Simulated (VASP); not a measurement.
A run of VASP 6.6.1 is set up as follows.

Contents of INCAR:

```
  ALGO = Normal
  EDIFF = 1E-7
  ENCUT = 520
  GGA = PE
  ISIF = 2
  ISMEAR = 0
  LASPH = T
  LCHARG = F
  LREAL = F
  LWAVE = F
  NBANDS = 16
  NELM = 100
  PREC = Accurate
  SIGMA = 0.15
```

The input KPOINTS:

```
k-points
0
Gamma
  14 14 14
```

The input POSCAR:

```
HgTe
1.0
    0.0000000000      3.1714989712      3.3300739198
    3.1714989712      0.0000000000      3.3300739198
    3.1714989712      3.1714989712      0.0000000000
Hg Te
1 1
Direct
    0.0000000000      0.0000000000      0.0000000000
    0.7500000000      0.7500000000      0.7500000000
```

Potentials or basis: VASP PAW PBE potentials, release 64 (Hg, Te).

Launch:

```console
$ cat potpaw_PBE.64/Hg/POTCAR potpaw_PBE.64/Te/POTCAR > POTCAR
$ mpirun -np 1 vasp_std > vasp.out
```

(1) Estimate the band gap on the k mesh.

(2) Estimate the pressure.

Results:

(1) zero (filled and empty bands touch).

(2) 4.1 GPa.

Caveat: the cell stands under pressure; semilocal functionals underestimate gaps, and a narrow one can read as zero; spin-orbit coupling is left out, which moves the levels of the heavy elements.
